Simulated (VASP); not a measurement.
# TbHgB4 (Pmmm) in VASP: single point with PBE

Aim: the single point of TbHgB4 with PBE.

Everything below comes from runs of VASP 6.6.1. Logs are shortened: lines on timing, memory, paths and dates and some standing lists are left out, and cuts for length are marked.

## (1) The cell of the first run

The structure is orthorhombic, space group Pmmm (No. 47). The conventional cell has a = 3.232 Å, b = 4.063 Å, c = 5.412 Å, α = 90.00°, β = 90.00°, γ = 90.00°. Tb (site symmetry mmm) has 12 B at 2.73 to 2.75 Å and 4 Hg at 3.15 Å and 2 Tb at 3.23 Å within 3.6 Å. B (site symmetry mm2) has 3 B at 1.81 to 1.86 Å within 2.4 Å. Within 2.3 Å of B (site symmetry mm2) lie 3 B at 1.75 to 1.86 Å. Within 3.6 Å of Hg (site symmetry mmm) lie 12 B at 2.72 to 2.74 Å and 4 Tb at 3.15 Å and 2 Hg at 3.23 Å.

The cell was built from a structure type or drawn by symmetry, and may not be a known phase.

## (2) Single point, PBE

INCAR

```
  PREC = Accurate
  ENCUT = 500
  EDIFF = 1E-6
  ISMEAR = 0
  SIGMA = 0.2
  LREAL = F
  LASPH = T
  NELM = 200
  ALGO = Normal
  ISIF = 2
  LWAVE = F
  LCHARG = F
  GGA = PE
  NBANDS = 26
  GGA_COMPAT = F
  LMAXMIX = 6
```

KPOINTS

```
regular mesh
0
Gamma
  5 4 3
```

POSCAR

```
TbHgB4
1.0
    3.2319453176      0.0000000000      0.0000000000
    0.0000000000      4.0630084375      0.0000000000
    0.0000000000      0.0000000000      5.4122110201
Tb B Hg
1 4 1
Direct
    0.5000000000      0.0000000000      0.5000000000
    0.0000000000      0.5000000000      0.6670501381
    0.5000000000      0.5000000000      0.1617416679
    0.5000000000      0.5000000000      0.8382583321
    0.0000000000      0.5000000000      0.3329498619
    0.0000000000      0.0000000000      0.0000000000
```

Potentials or basis: VASP PAW PBE potentials, release 64 (Tb_3, B, Hg), 4f in core.

Launch:

```
$ cat potpaw_PBE.64/Tb_3/POTCAR potpaw_PBE.64/B/POTCAR potpaw_PBE.64/Hg/POTCAR > POTCAR
$ mpirun -np 1 vasp_std > vasp.out
```

OUTCAR:

```text
PREC = Accurate
   ENCUT = 500
   EDIFF = 1E-6
   ISMEAR = 0
   LREAL = F
   LASPH = T
   NELM = 200
   ISIF = 2
   GGA = PE

 ion  position               nearest neighbor table
   1  0.500  0.000  0.500-   3 2.73   4 2.73   3 2.73   4 2.73   2 2.75   2 2.75   5 2.75   5 2.75
                             2 2.75   5 2.75   2 2.75   5 2.75   6 3.15   6 3.15   6 3.15   6 3.15
   2  0.000  0.500  0.667-   5 1.81   4 1.86   4 1.86   6 2.72   6 2.72   1 2.75   1 2.75   1 2.75
                             1 2.75
   3  0.500  0.500  0.162-   4 1.75   5 1.86   5 1.86   1 2.73   1 2.73   6 2.74   6 2.74   6 2.74
                             6 2.74
   4  0.500  0.500  0.838-   3 1.75   2 1.86   2 1.86   1 2.73   1 2.73   6 2.74   6 2.74   6 2.74
                             6 2.74
   5  0.000  0.500  0.333-   2 1.81   3 1.86   3 1.86   6 2.72   6 2.72   1 2.75   1 2.75   1 2.75
                             1 2.75
   6  0.000  0.000  0.000-   2 2.72   5 2.72   2 2.72   5 2.72   4 2.74   3 2.74   4 2.74   3 2.74
                             3 2.74   4 2.74   3 2.74   4 2.74   1 3.15   1 3.15   1 3.15   1 3.15

  LATTYP: Found a simple orthorhombic cell.
 ALAT       =     3.2319453176
 B/A-ratio  =     1.2571402169
 C/A-ratio  =     1.6745985740

  Lattice vectors:

 A1 = (   3.2319453176,   0.0000000000,   0.0000000000)
 A2 = (   0.0000000000,   4.0630084375,   0.0000000000)
 A3 = (   0.0000000000,   0.0000000000,   5.4122110201)

Analysis of symmetry for initial positions (statically):
=====================================================================
 Subroutine PRICEL returns:
 Original cell was already a primitive cell.

 Routine SETGRP: Setting up the symmetry group for a
 simple orthorhombic supercell.

 Subroutine GETGRP returns: Found  8 space group operations
 (whereof  8 operations were pure point group operations)
 out of a pool of  8 trial point group operations.

The static configuration has the point symmetry D_2h.

Analysis of symmetry for dynamics (positions and initial velocities):
=====================================================================
 Subroutine PRICEL returns:
 Original cell was already a primitive cell.

 Routine SETGRP: Setting up the symmetry group for a
 simple orthorhombic supercell.

 Subroutine GETGRP returns: Found  8 space group operations
 (whereof  8 operations were pure point group operations)
 out of a pool of  8 trial point group operations.

The dynamic configuration has the point symmetry D_2h.

 Subroutine INISYM returns: Found  8 space group operations
 (whereof  8 operations are pure point group operations),
 and found     1 'primitive' translations

----------------------------------------------------------------------------------------

                                     Primitive cell

  volume of cell :      71.0700

  direct lattice vectors                    reciprocal lattice vectors
     3.231945318  0.000000000  0.000000000     0.309411176  0.000000000  0.000000000
     0.000000000  4.063008437  0.000000000     0.000000000  0.246123043  0.000000000
     0.000000000  0.000000000  5.412211020     0.000000000  0.000000000  0.184767371

  length of vectors
     3.231945318  4.063008437  5.412211020     0.309411176  0.246123043  0.184767371

  position of ions in fractional coordinates (direct lattice)
     0.500000000  0.000000000  0.500000000
     0.000000000  0.500000000  0.667050138
     0.500000000  0.500000000  0.161741668
     0.500000000  0.500000000  0.838258332
     0.000000000  0.500000000  0.332949862
     0.000000000  0.000000000  0.000000000

  ion indices of the primitive-cell ions
   primitive index   ion index
                 1           1
                 2           2
                 3           3
                 4           4
                 5           5
                 6           6

----------------------------------------------------------------------------------------

 KPOINTS: regular mesh

Automatic generation of k-mesh.
 Grid dimensions read from file:
 generate k-points for:    5    4    3

 Generating k-lattice:

  Cartesian coordinates                     Fractional coordinates (reciprocal lattice)
     0.061882235  0.000000000  0.000000000     0.200000000  0.000000000  0.000000000
     0.000000000  0.061530761  0.000000000     0.000000000  0.250000000  0.000000000
     0.000000000  0.000000000  0.061589124     0.000000000  0.000000000  0.333333333

  Length of vectors
     0.061882235  0.061530761  0.061589124

  Shift w.r.t. Gamma in fractional coordinates (k-lattice)
     0.000000000  0.000000000  0.000000000

 Subroutine IBZKPT returns following result:
 ===========================================

 Found     18 irreducible k-points:

 Following reciprocal coordinates:
            Coordinates               Weight
  0.000000  0.000000  0.000000      1.000000
  0.200000  0.000000  0.000000      2.000000
  0.400000  0.000000  0.000000      2.000000
  0.000000  0.250000  0.000000      2.000000
  0.200000  0.250000  0.000000      4.000000
  0.400000  0.250000  0.000000      4.000000
[... 10 lines left out ...]
  0.200000  0.500000  0.333333      4.000000
  0.400000  0.500000  0.333333      4.000000
   k-points           NKPTS =     18   k-points in BZ     NKDIM =     18   number of bands    NBANDS=     26
   number of dos      NEDOS =    301   number of ions     NIONS =      6
   total plane-waves  NPLWV =  28800
   dimension x,y,z NGX =    24 NGY =   30 NGZ =   40
   dimension x,y,z NGXF=    48 NGYF=   60 NGZF=   80
   ions per type =               1   4   1
   NGX,Y,Z   is equivalent  to a cutoff of  12.35, 12.28, 12.29 a.u.
   NGXF,Y,Z  is equivalent  to a cutoff of  24.69, 24.55, 24.57 a.u.
 SYSTEM =  unknown system
   PREC   = accura    normal or accurate (medium, high low for compatibility)
   ISTART =      0    job   : 0-new  1-cont  2-samecut
   ICHARG =      2    charge: 1-file 2-atom 10-const
   ISPIN  =      1    spin polarized calculation?
   LNONCOLLINEAR =      F non collinear calculations
   LSORBIT =      F    spin-orbit coupling
   LASPH  =      T    aspherical Exc in radial PAW
   ENCUT  =  500.0 eV  36.75 Ry    6.06 a.u.   5.89  7.41  9.87*2*pi/ulx,y,z
   NELM   =    200;   NELMIN=  2; NELMDL= -5     # of ELM steps
   EDIFF  = 0.1E-05   stopping-criterion for ELM
   LREAL  =      F    real-space projection
   EDIFFG = 0.1E-04   stopping-criterion for IOM
   NSW    =      0    number of steps for IOM
   IBRION =     -1    ionic relax: 0-MD 1-quasi-New 2-CG
   NFREE  =      0    steps in history (QN), initial steepest desc. (CG)
   ISIF   =      2    stress and relaxation
   ISYM   =      2    0-nonsym 1-usesym 2-fastsym
   POTIM  = 0.5000    time-step for ionic-motion
   TEBEG  =    0.0;   TEEND  =   0.0 temperature during run
   PSTRESS=    0.0 pullay stress
   NELECT =      33.0000    total number of electrons
   NUPDOWN=      -1.0000    fix difference up-down
   EMIN   =  10.00;   EMAX   =-10.00  energy-range for DOS
   EFERMI =   0.00;   METHOD = LEGACY
   ISMEAR =     0;   SIGMA  =   0.20  broadening in eV -4-tet -1-fermi 0-gaus
   EFERMI_NEDOS =   21; number of points for ismear=-14 and -15
   IALGO  =     38    algorithm
   IMIX   =      4    mixing-type and parameters
     AMIX     =   0.40;   BMIX     =  1.00
     AMIX_MAG =   1.60;   BMIX_MAG =  1.00
  volume/ion in A,a.u.               =      11.85        79.93
  Fermi-wavevector in a.u.,A,eV,Ry     =   1.267702  2.395610 21.865508  1.607069
  Thomas-Fermi vector in A             =   2.400836
   LORBIT       =      0    0 simple, 1 ext, 2 COOP (PROOUT), +10 PAW based schemes
   GGA     = PE    functional components
   LHFCALC =     F    Hartree Fock is set to
   AEXX    =    0.0000 exact exchange contribution
   IVDW    =     0    specifies the selected vdW correction
   LEPSILON=     F    determine dielectric tensor
   LRPA    =     F    only Hartree local field effects (RPA)
 non-spin polarized calculation
 Gauss-broadening in eV      SIGMA  =   0.20
  energy-cutoff  :      500.00
  volume of cell :       71.07
 maximum number of plane-waves:      1820
 NGX is ok and might be reduce to    24
   NGX = 11   NGY = 15   NGZ = 19

 number of electron      33.0000003 magnetization

 Free energy of the ion-electron system (eV)
  ---------------------------------------------------
  ext. energy  EPLUGINS =         0.00000000
  ---------------------------------------------------
  free energy    TOTEN  =       -31.13928042 eV

  energy without entropy =      -31.11795833  energy(sigma->0) =      -31.12861938

 E-fermi :   5.3095     XC(G=0): -11.8074

 val. band max:        5.2821902681   @ k =   0.2000   0.0000   0.3333
 cond. band min:       5.4339351132   @ k =   0.4000   0.0000   0.0000
 fundamental gap:      0.1517448451
 Fermi energy:         5.3095401500

 k-point     1 :       0.0000    0.0000    0.0000
  band No.  band energies     occupation
      1     -16.8095      2.00000
      2     -16.5966      2.00000
      3     -16.1737      2.00000
      4      -6.8630      2.00000
      5      -3.4033      2.00000
      6      -2.6518      2.00000
[... 18 lines left out ...]
     25      11.5051      0.00000
     26      11.7144      0.00000

 k-point     2 :       0.2000    0.0000    0.0000
  band No.  band energies     occupation
      1     -16.7665      2.00000
      2     -16.5494      2.00000
      3     -16.5460      2.00000
      4      -6.3110      2.00000
      5      -2.9275      2.00000
      6      -2.4054      2.00000
[... 18 lines left out ...]
     25      12.8334      0.00000
     26      13.5894      0.00000

 k-point     3 :       0.4000    0.0000    0.0000
  band No.  band energies     occupation
      1     -17.1030      2.00000
      2     -16.6958      2.00000
      3     -16.4624      2.00000
      4      -4.8309      2.00000
      5      -2.8692      2.00000
      6      -2.5937      2.00000
[... 398 lines left out ...]
 k-point    17 :       0.2000    0.5000    0.3333
  band No.  band energies     occupation
      1     -16.7567      2.00000
      2     -16.7506      2.00000
      3     -16.5205      2.00000
      4      -4.9155      2.00000
      5      -4.1190      2.00000
      6      -2.4662      2.00000
[... 18 lines left out ...]
     25      12.9894      0.00000
     26      13.2665      0.00000

 k-point    18 :       0.4000    0.5000    0.3333
  band No.  band energies     occupation
      1     -17.0578      2.00000
      2     -16.6655      2.00000
      3     -16.6468      2.00000
      4      -4.4741      2.00000
      5      -3.8346      2.00000
      6      -2.6333      2.00000
[... 18 lines left out ...]
     25      12.9084      0.00000
     26      13.3393      0.00000

------------------------ aborting loop because EDIFF is reached ----------------------------------------

  FORCE on cell =-STRESS in cart. coord.  units (eV):
  Direction    XX          YY          ZZ          XY          YZ          ZX
  --------------------------------------------------------------------------------------
  -------------------------------------------------------------------------------------
  Total        0.2193960      0.3255775      0.2362096     -0.0000000      0.0000000      0.0000000
  in kB        4.9459844      7.3397040      5.3250251     -0.0000000      0.0000000      0.0000000
  external PRESSURE =       5.8702378 kB  Pullay stress =       0.0000000 kB

 VOLUME and BASIS-vectors are now :
 -----------------------------------------------------------------------------
  energy-cutoff  :      500.00
  volume of cell :       71.07
      direct lattice vectors                 reciprocal lattice vectors
     3.231945318  0.000000000  0.000000000     0.309411176  0.000000000  0.000000000
     0.000000000  4.063008437  0.000000000     0.000000000  0.246123043  0.000000000
     0.000000000  0.000000000  5.412211020     0.000000000  0.000000000  0.184767371

 POSITION                                       TOTAL-FORCE (eV/Angst)
 -----------------------------------------------------------------------------------
      1.61597      0.00000      2.70611         0.000000      0.000000      0.000000
      0.00000      2.03150      3.61022        -0.000000      0.000000     -0.018782
      1.61597      2.03150      0.87538         0.000000      0.000000      0.000249
      1.61597      2.03150      4.53683         0.000000      0.000000     -0.000249
      0.00000      2.03150      1.80199         0.000000     -0.000000      0.018782
      0.00000      0.00000      0.00000         0.000000      0.000000      0.000000
 -----------------------------------------------------------------------------------
    total drift:                                0.000000      0.000000      0.000000

  FREE ENERGIE OF THE ION-ELECTRON SYSTEM (eV)
  ---------------------------------------------------
  free  energy   TOTEN  =       -31.1392804186 eV

  energy  without entropy=      -31.1179583325  energy(sigma->0) =      -31.12861938
```

Wall time 16 s (1 thread of AMD EPYC 9R45 (Zen 5), shared host); peak memory 0.16 GiB.

Results:

```yaml
Free_energy: -31.1393 eV
Pressure: 0.6 GPa
Largest_force: 0.019 eV/Å
Band_gap_on_the_k_mesh: zero (an odd number of electrons rules out a gap without spin polarisation)
```

Forces in eV/Å, atoms in the order of the input:
```
Tb   0.000  0.000  0.000
B    0.000  0.000 -0.019
B    0.000  0.000  0.000
B    0.000  0.000  0.000
B    0.000  0.000  0.019
Hg   0.000  0.000  0.000
```

Levels at points of the mesh, in eV from the Fermi level:
```tsv
k point	band 13	band 14	band 15	band 16	band 17	band 18	band 19	band 20	band 21	band 22
(0.00, 0.00, 0.00)	-2.23	-1.78	-0.82	-0.56	0.18	1.81	2.09	3.80	4.83	5.45
(0.00, 0.50, 0.00)	-2.16	-1.97	-1.76	0.18	0.31	1.99	4.27	4.40	4.44	5.02
```

Caveat: the k points lie up to 0.39 Å⁻¹ apart, too coarse for converged energies and pressures of a metal; spin-orbit coupling is left out, which moves the levels of the heavy elements; the 4f electrons are frozen in the core, so they carry no moment and show no levels. Spin polarisation is off, so any magnetic state and its effect on volume and gap are missing.
